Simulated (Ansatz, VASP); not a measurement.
## One calculation of CrCuO2, two programs

Contents of INCAR:

```
ALGO     = Normal         # electronic algorithm
EDIFF    = 1E-6           # SCF threshold, eV
ENCUT    = 600            # plane-wave cutoff, eV
GGA      = PE             # functional
GGA_COMPAT= False        
ISIF     = 2              # what is computed and relaxed
ISMEAR   = -1             # smearing method
ISPIN    = 2              # spin polarisation
ISYM     = 0            
LASPH    = True           # aspherical terms in the spheres
LCHARG   = False          # write CHGCAR
LDAU     = True           # DFT+U
LDAUJ    = 0 0 0        
LDAUL    = 2 -1 2         # shell
LDAUPRINT= 1            
LDAUTYPE = 2            
LDAUU    = 6.7 0 5.8      # U, eV
LMAXMIX  = 4              # l up to which the mixer works
LORBIT   = 11             # projections on sites
LREAL    = False          # projectors in reciprocal space
LWAVE    = False          # write WAVECAR
MAGMOM   = 1 0 0 3        # initial moments
NBANDS   = 30             # bands
NELM     = 200            # most SCF steps
PREC     = Accurate       # precision mode
SIGMA    = 0.02           # smearing width, eV
```

Contents of KPOINTS:

```
k-points
0
Gamma
  8 8 8
```

The input POSCAR:

```
CrCuO2
1.0
    1.4867000100      0.8583466500      5.7000000000
   -1.4867000100      0.8583466500      5.7000000000
    0.0000000000     -1.7166933100      5.7000000000
Cu O Cr
1 2 1
Direct
    0.0000000000      0.0000000000      0.0000000000
    0.1079200000      0.1079200000      0.1079200000
    0.8920800000      0.8920800000      0.8920800000
    0.5000000000      0.5000000000      0.5000000000
```

Input for Ansatz:

```yaml
crystal:
  lattice:
    - [1.48670001, 0.85834665, 5.7]
    - [-1.48670001, 0.85834665, 5.7]
    - [0.0, -1.71669331, 5.7]
  atoms:
    - { symbol: Cu, position: [0.0, 0.0, 0.0], spin: 1.0 }
    - { symbol: O, position: [0.10792, 0.10792, 0.10792] }
    - { symbol: O, position: [0.89208, 0.89208, 0.89208] }
    - { symbol: Cr, position: [0.5, 0.5, 0.5], spin: 3.0 }
  symmetry: { detect: false, time_reversal: true }
magnetization:
  spin_polarized: true
hamiltonian:
  xc: pbe
  pseudopotentials: { kind: paw }
  hubbard:
    sites:
      - { species: Cr, l: d, u_eff: 5.8 }
      - { species: Cu, l: d, u_eff: 6.7 }
basis:
  ecutwfc: 420
kpoints:
  mp_grid: { grid: [8, 8, 8] }
scf:
  occupations: { method: fermi_dirac, width: 0.02 }
output:
  forces: true
  stress: true
```

Alike in both runs: task single point; functional PBE; k mesh 8 × 8 × 8; occupations fermi-dirac, width 0.02 eV; collinear spin; Hubbard terms Cr d U = 5.8 eV, Cu d U = 6.7 eV.

|  | VASP | Ansatz |
| --- | --- | --- |
| version | VASP 6.6.1 | Ansatz 0.2.0 |
| potentials or method | VASP PAW PBE potentials, release 64 (Cu, O, Cr_pv), cutoff 600 eV | PAW, plane waves, scalar-relativistic |
| valence electrons in the cell | 35 | 45 |

|  | VASP | Ansatz | Ansatz less VASP |
| --- | --- | --- | --- |
| pressure (GPa) | 10.8 | 10.8 | -0.03 |
| traceless stress, the component that is largest in VASP (GPa) | -3.87 | 2.07 | +5.942 |
| rms of the force components (eV/Å) | 0.304 | 0.084 | -0.2208 |
| net moment per atom (μB) | 0.75 | 0.75 | 0.000 |
| size of the moment on the site where the two differ most (μB) | 3.01 | 2.52 | -0.485 |

Site moments also hang on the region over which each program counts them. The programs project onto different local orbitals, so the same U acts differently, and such runs can settle in different states. Atom by atom the forces differ by 0.388 eV/Å (rms over components). VASP's potentials hold 35 valence electrons a cell and Ansatz's 45, so a difference there can come from the potentials and not from the codes.
